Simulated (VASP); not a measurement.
# ZrH2 (Fm-3m) in VASP: relaxation of the atoms with PBEsol

Aim: the relaxation of the atoms of ZrH2 with PBEsol.

Program: VASP 6.6.1. These are calculated values, not measurements. Logs are shortened: lines on timing, memory, paths and dates and some standing lists are left out, and cuts for length are marked.

### Step 1. The cell of the first run

The structure is cubic, space group Fm-3m (No. 225). The conventional cell has a = 4.818 Å, b = 4.818 Å, c = 4.818 Å, α = 90.00°, β = 90.00°, γ = 90.00°. Zr (site symmetry m-3m) has 8 H at 2.09 Å within 2.8 Å. H (site symmetry -43m) has 4 Zr at 2.09 Å and 6 H at 2.41 Å within 2.8 Å.

### Step 2. Relaxation of the atoms, PBEsol

Contents of INCAR:

```
PREC = Accurate ; ENCUT = 450
EDIFF = 1E-7 ; ISMEAR = -1
SIGMA = 0.05 ; LREAL = False
LASPH = True ; NELM = 120
ALGO = Normal ; ISIF = 2
LWAVE = False ; LCHARG = False
GGA = PS ; IBRION = 2
NSW = 50 ; EDIFFG = -0.05
GGA_COMPAT = False ; NELMIN = 4
```

Contents of KPOINTS:

```
regular mesh
0
Gamma
  6 6 6
```

Contents of POSCAR:

```
ZrH2
1.0
    0.0000000000      2.4092300000      2.4092300000
    2.4092300000      0.0000000000      2.4092300000
    2.4092300000      2.4092300000      0.0000000000
Zr H
1 2
Direct
    0.0000000000      0.0000000000      0.0000000000
    0.7500000000      0.7500000000      0.7500000000
    0.2500000000      0.2500000000      0.2500000000
```

Potentials or basis: VASP PAW PBE potentials, release 64 (Zr_sv, H).

Run with:

```sh
> cat potpaw_PBE.64/Zr_sv/POTCAR potpaw_PBE.64/H/POTCAR > POTCAR
> mpirun -np 1 vasp_std > vasp.out
```

OUTCAR:

```text
PREC = Accurate
   ENCUT = 450
   EDIFF = 1E-7
   ISMEAR = -1
   LREAL = False
   LASPH = True
   NELM = 120
   ISIF = 2
   GGA = PS
   IBRION = 2
   NSW = 50
   EDIFFG = -0.05
   NELMIN = 4

 ion  position               nearest neighbor table
   1  0.000  0.000  0.000-   2 2.09   2 2.09   2 2.09   2 2.09   3 2.09   3 2.09   3 2.09   3 2.09

   2  0.750  0.750  0.750-   1 2.09   1 2.09   1 2.09   1 2.09
   3  0.250  0.250  0.250-   1 2.09   1 2.09   1 2.09   1 2.09

  LATTYP: Found a face centered cubic cell.
 ALAT       =     4.8184600000

  Lattice vectors:

 A1 = (   0.0000000000,   2.4092300000,   2.4092300000)
 A2 = (   2.4092300000,   0.0000000000,   2.4092300000)
 A3 = (   2.4092300000,   2.4092300000,   0.0000000000)

Analysis of symmetry for initial positions (statically):
=====================================================================
 Subroutine PRICEL returns:
 Original cell was already a primitive cell.

 Routine SETGRP: Setting up the symmetry group for a
 face centered cubic supercell.

 Subroutine GETGRP returns: Found 48 space group operations
 (whereof 48 operations were pure point group operations)
 out of a pool of 48 trial point group operations.

The static configuration has the point symmetry O_h .

Analysis of symmetry for dynamics (positions and initial velocities):
=====================================================================
 Subroutine PRICEL returns:
 Original cell was already a primitive cell.

 Routine SETGRP: Setting up the symmetry group for a
 face centered cubic supercell.

 Subroutine GETGRP returns: Found 48 space group operations
 (whereof 48 operations were pure point group operations)
 out of a pool of 48 trial point group operations.

The dynamic configuration has the point symmetry O_h .

 Subroutine INISYM returns: Found 48 space group operations
 (whereof 48 operations are pure point group operations),
 and found     1 'primitive' translations

----------------------------------------------------------------------------------------

                                     Primitive cell

  volume of cell :      27.9682

  direct lattice vectors                    reciprocal lattice vectors
     0.000000000  2.409230000  2.409230000    -0.207535188  0.207535188  0.207535188
     2.409230000  0.000000000  2.409230000     0.207535188 -0.207535188  0.207535188
     2.409230000  2.409230000  0.000000000     0.207535188  0.207535188 -0.207535188

  length of vectors
     3.407165741  3.407165741  3.407165741     0.359461489  0.359461489  0.359461489

  position of ions in fractional coordinates (direct lattice)
     0.000000000  0.000000000  0.000000000
     0.750000000  0.750000000  0.750000000
     0.250000000  0.250000000  0.250000000

  ion indices of the primitive-cell ions
   primitive index   ion index
                 1           1
                 2           2
                 3           3

----------------------------------------------------------------------------------------

 KPOINTS: regular mesh

Automatic generation of k-mesh.
 Grid dimensions read from file:
 generate k-points for:    6    6    6

 Generating k-lattice:

  Cartesian coordinates                     Fractional coordinates (reciprocal lattice)
    -0.034589198  0.034589198  0.034589198     0.166666667  0.000000000  0.000000000
     0.034589198 -0.034589198  0.034589198     0.000000000  0.166666667  0.000000000
     0.034589198  0.034589198 -0.034589198     0.000000000  0.000000000  0.166666667

  Length of vectors
     0.059910248  0.059910248  0.059910248

  Shift w.r.t. Gamma in fractional coordinates (k-lattice)
     0.000000000  0.000000000  0.000000000

 Subroutine IBZKPT returns following result:
 ===========================================

 Found     16 irreducible k-points:

 Following reciprocal coordinates:
            Coordinates               Weight
  0.000000  0.000000  0.000000      1.000000
  0.166667  0.000000  0.000000      8.000000
  0.333333  0.000000  0.000000      8.000000
  0.500000  0.000000  0.000000      4.000000
  0.166667  0.166667  0.000000      6.000000
  0.333333  0.166667  0.000000     24.000000
[... 8 lines left out ...]
 -0.333333  0.333333  0.166667     24.000000
 -0.333333  0.500000  0.166667     12.000000
   k-points           NKPTS =     16   k-points in BZ     NKDIM =     16   number of bands    NBANDS=     11
   number of dos      NEDOS =    301   number of ions     NIONS =      3
   total plane-waves  NPLWV =  13824
   dimension x,y,z NGX =    24 NGY =   24 NGZ =   24
   dimension x,y,z NGXF=    48 NGYF=   48 NGZF=   48
   ions per type =               1   2
   NGX,Y,Z   is equivalent  to a cutoff of  11.71, 11.71, 11.71 a.u.
   NGXF,Y,Z  is equivalent  to a cutoff of  23.42, 23.42, 23.42 a.u.
 SYSTEM =  unknown system
   PREC   = accura    normal or accurate (medium, high low for compatibility)
   ISTART =      0    job   : 0-new  1-cont  2-samecut
   ICHARG =      2    charge: 1-file 2-atom 10-const
   ISPIN  =      1    spin polarized calculation?
   LNONCOLLINEAR =      F non collinear calculations
   LSORBIT =      F    spin-orbit coupling
   LASPH  =      T    aspherical Exc in radial PAW
   ENCUT  =  450.0 eV  33.07 Ry    5.75 a.u.   5.89  5.89  5.89*2*pi/ulx,y,z
   NELM   =    120;   NELMIN=  4; NELMDL= -5     # of ELM steps
   EDIFF  = 0.1E-06   stopping-criterion for ELM
   LREAL  =      F    real-space projection
   EDIFFG = -.5E-01   stopping-criterion for IOM
   NSW    =     50    number of steps for IOM
   IBRION =      2    ionic relax: 0-MD 1-quasi-New 2-CG
   NFREE  =      1    steps in history (QN), initial steepest desc. (CG)
   ISIF   =      2    stress and relaxation
   ISYM   =      2    0-nonsym 1-usesym 2-fastsym
   POTIM  = 0.5000    time-step for ionic-motion
   TEBEG  =    0.0;   TEEND  =   0.0 temperature during run
   PSTRESS=    0.0 pullay stress
   NELECT =      14.0000    total number of electrons
   NUPDOWN=      -1.0000    fix difference up-down
   EMIN   =  10.00;   EMAX   =-10.00  energy-range for DOS
   EFERMI =   0.00;   METHOD = LEGACY
   ISMEAR =    -1;   SIGMA  =   0.05  broadening in eV -4-tet -1-fermi 0-gaus
   EFERMI_NEDOS =   21; number of points for ismear=-14 and -15
   IALGO  =     38    algorithm
   IMIX   =      4    mixing-type and parameters
     AMIX     =   0.40;   BMIX     =  1.00
     AMIX_MAG =   1.60;   BMIX_MAG =  1.00
  volume/ion in A,a.u.               =       9.32        62.91
  Fermi-wavevector in a.u.,A,eV,Ry     =   1.299858  2.456375 22.988823  1.689631
  Thomas-Fermi vector in A             =   2.431095
   LORBIT       =      0    0 simple, 1 ext, 2 COOP (PROOUT), +10 PAW based schemes
   GGA     = PS    functional components
   LHFCALC =     F    Hartree Fock is set to
   AEXX    =    0.0000 exact exchange contribution
   IVDW    =     0    specifies the selected vdW correction
   LEPSILON=     F    determine dielectric tensor
   LRPA    =     F    only Hartree local field effects (RPA)
 conjugate gradient relaxation of ions
 non-spin polarized calculation
  energy-cutoff  :      450.00
  volume of cell :       27.97
 maximum number of plane-waves:       620
   NGX = 11   NGY = 11   NGZ = 11

 number of electron      14.0000001 magnetization

 Free energy of the ion-electron system (eV)
  ---------------------------------------------------
  ext. energy  EPLUGINS =         0.00000000
  ---------------------------------------------------
  free energy    TOTEN  =       -17.57981777 eV

  energy without entropy =      -17.56811647  energy(sigma->0) =      -17.57396712

 E-fermi :   8.2375     XC(G=0): -11.2693

 val. band max:        8.2209349028   @ k =   0.1667   0.0000   0.0000
 cond. band min:       8.2462353528   @ k =   0.3333   0.0000   0.0000
 fundamental gap:      0.0253004500
 Fermi energy:         8.2375100274

 k-point     1 :       0.0000    0.0000    0.0000
  band No.  band energies     occupation
      1     -40.9080      2.00000
      2     -18.6925      2.00000
      3     -18.6925      2.00000
      4     -18.6925      2.00000
      5      -1.3219      2.00000
      6       7.0126      2.00000
      7       7.9288      1.99585
      8       7.9288      1.99585
      9       7.9288      1.99585
     10      10.5076      0.00000
     11      10.5076      0.00000

 k-point     2 :       0.1667    0.0000    0.0000
  band No.  band energies     occupation
      1     -40.8891      2.00000
      2     -18.8637      2.00000
      3     -18.7130      2.00000
      4     -18.7130      2.00000
      5      -0.6747      2.00000
      6       4.7841      2.00000
      7       8.2209      1.16425
      8       8.2209      1.16425
      9      10.2893      0.00000
     10      10.2893      0.00000
     11      10.9425      0.00000

 k-point     3 :       0.3333    0.0000    0.0000
  band No.  band energies     occupation
      1     -40.8511      2.00000
      2     -19.1904      2.00000
      3     -18.7536      2.00000
      4     -18.7536      2.00000
      5       0.5495      2.00000
      6       3.6153      2.00000
      7       8.2462      0.91297
      8       8.2462      0.91297
      9      10.9309      0.00000
     10      10.9309      0.00000
     11      12.9808      0.00000
[... 155 lines left out ...]
 k-point    15 :      -0.3333    0.3333    0.1667
  band No.  band energies     occupation
      1     -40.8132      2.00000
      2     -19.2002      2.00000
      3     -19.0392      2.00000
      4     -18.8598      2.00000
      5       2.1674      2.00000
      6       2.9330      2.00000
      7       6.3756      2.00000
      8       9.3375      0.00000
      9      11.2792      0.00000
     10      12.9931      0.00000
     11      13.7601      0.00000

 k-point    16 :      -0.3333    0.5000    0.1667
  band No.  band energies     occupation
      1     -40.8070      2.00000
      2     -19.2298      2.00000
      3     -19.0175      2.00000
      4     -18.9133      2.00000
      5       2.2053      2.00000
      6       3.1765      2.00000
      7       5.6470      2.00000
      8       9.9990      0.00000
      9      12.1011      0.00000
     10      12.8001      0.00000
     11      14.1657      0.00000

------------------------ aborting loop because EDIFF is reached ----------------------------------------

  FORCE on cell =-STRESS in cart. coord.  units (eV):
  Direction    XX          YY          ZZ          XY          YZ          ZX
  --------------------------------------------------------------------------------------
  -------------------------------------------------------------------------------------
  Total       -0.8332501     -0.8332501     -0.8332501      0.0000000      0.0000000     -0.0000000
  in kB      -47.7332670    -47.7332670    -47.7332670      0.0000000      0.0000000     -0.0000000
  external PRESSURE =     -47.7332670 kB  Pullay stress =       0.0000000 kB

 VOLUME and BASIS-vectors are now :
 -----------------------------------------------------------------------------
  energy-cutoff  :      450.00
  volume of cell :       27.97
      direct lattice vectors                 reciprocal lattice vectors
     0.000000000  2.409230000  2.409230000    -0.207535188  0.207535188  0.207535188
     2.409230000  0.000000000  2.409230000     0.207535188 -0.207535188  0.207535188
     2.409230000  2.409230000  0.000000000     0.207535188  0.207535188 -0.207535188

 POSITION                                       TOTAL-FORCE (eV/Angst)
 -----------------------------------------------------------------------------------
      0.00000      0.00000      0.00000        -0.000000     -0.000000      0.000000
      3.61384      3.61384      3.61384         0.000000     -0.000000      0.000000
      1.20461      1.20461      1.20461        -0.000000      0.000000     -0.000000
 -----------------------------------------------------------------------------------
    total drift:                               -0.000000      0.000000      0.000000

  FREE ENERGIE OF THE ION-ELECTRON SYSTEM (eV)
  ---------------------------------------------------
  free  energy   TOTEN  =       -17.5798177651 eV

  energy  without entropy=      -17.5681164663  energy(sigma->0) =      -17.57396712

 reached required accuracy - stopping structural energy minimisation
```

Wall time 15 s (1 thread of Intel Xeon 8259CL, shared host); peak memory 0.13 GiB.

Results:

| Property | Result |
| --- | --- |
| Free energy | -17.5798 eV |
| Pressure after relaxing | -4.8 GPa |
| Band gap on the k mesh | zero (bands 7 and 8 overlap by 0.58 eV) |

Final structure:
```xyz
3
Lattice="0.0000 2.4092 2.4092 2.4092 0.0000 2.4092 2.4092 2.4092 0.0000" Properties=species:S:1:pos:R:3 pbc="T T T"
Zr    0.0000    0.0000    0.0000
H     3.6138    3.6138    3.6138
H     1.2046    1.2046    1.2046
```

Caveat: the k points lie up to 0.38 Å⁻¹ apart, too coarse for converged energies and pressures of a metal; the relaxation stopped at its first step, so nothing moved; the PAW data sets were made with another functional, which shifts forces and pressure a little.
